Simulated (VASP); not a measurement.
Ti:

```
CELL_PARAMETERS angstrom
2.69000 0.00000 0.00000
0.00000 2.69000 0.00000
0.00000 0.00000 2.69000
ATOMIC_POSITIONS crystal
Ti 0.00000 0.00000 0.00000
```

This isn't the form of Ti at room conditions, which is hcp.

- Program: VASP 6.6.1
- Task: relaxation of cell and atoms
- Functional: PBEsol
- Potentials or basis: VASP PAW PBE potentials, release 64 (Ti_sv)
- Cutoff: 600 eV
- k mesh: 15 × 15 × 15
- Occupations: methfessel-paxton, width 0.05 eV
- Spin: no spin polarisation

At the start: pressure -7.7 GPa; volume 19.47 Å³/atom.

Question: Where does the relaxation end?

Answer: Over 4 steps the energy falls by 54.0 meV/atom and the volume is 17.43 Å³/atom (-10.4 %); space group Pm-3m (No. 221, to 0.1 Å) before and after.

The path:
| step | energy change (eV) | largest force (eV/Å) | pressure (GPa) | volume (Å³) |
| --- | --- | --- | --- | --- |
| 1 | 0.0000 | 0.0000 | -7.68 | 19.47 |
| 2 | -0.0508 | 0.0000 | 2.28 | 16.95 |
| 3 | -0.0540 | 0.0000 | 0.09 | 17.39 |
| 4 | -0.0540 | 0.0000 | -0.09 | 17.43 |

Final structure:
```
Ti
1.0
     2.59298    0.00000    0.00000
     0.00000    2.59298    0.00000
     0.00000    0.00000    2.59298
Ti
1
Direct
  0.00000 0.00000 0.00000
```

Caveat: the PAW data sets were made with another functional, which shifts forces and pressure a little.
